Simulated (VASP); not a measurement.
Wanted: the native input for a VASP 6.6.1 run.

```
Task                   : single point
Functional             : PBE
Potentials or basis    : VASP PAW PBE potentials, release 64 (Zr_sv)
Cutoff                 : 520 eV
k mesh                 : 12 × 12 × 7
Occupations            : fermi-dirac, width 0.05 eV
Spin                   : no spin polarisation
Dipole correction      : no
Further INCAR settings : ALGO = Normal; EDIFF = 1e-06; NBANDS = 19
```

The structure of Zr lies in POSCAR:

```
Zr
1.0
    3.1906429419      0.0000000000      0.0000000000
   -1.5953214710      2.7631778421      0.0000000000
    0.0000000000      0.0000000000      5.1722200000
Zr
2
Direct
    0.3333333333      0.6666666667      0.2500000000
    0.6666666667      0.3333333333      0.7500000000
```

This cell differs from its parent crystal: x and y stretched by -1.5 %, z held.

These files were run (other wordings do the same):

INCAR

```
PREC = Accurate
ENCUT = 520
EDIFF = 1E-6
ISMEAR = -1
SIGMA = 0.05
LREAL = F
LASPH = T
NELM = 100
ALGO = Normal
ISIF = 2
LWAVE = F
LCHARG = T
GGA = PE
LELF = T
LVHAR = T
NBANDS = 19
```

KPOINTS

```
Automatic mesh
0
Gamma
  12 12 7
```

Potentials or basis: VASP PAW PBE potentials, release 64 (Zr_sv).

Run with:

```bash
$ cat potpaw_PBE.64/Zr_sv/POTCAR > POTCAR
$ mpirun -np 1 vasp_std > vasp.out
```

Results of the run:

The pressure is 2.5 GPa and the band gap on the k mesh is zero (bands 12 and 13 overlap by 1.12 eV).

Caveat: the cell differs from its parent crystal (x and y stretched by -1.5 %, z held).

It took 74 s on 1 thread of AMD EPYC 7R13, with other jobs on the host, peak memory 0.16 GiB.
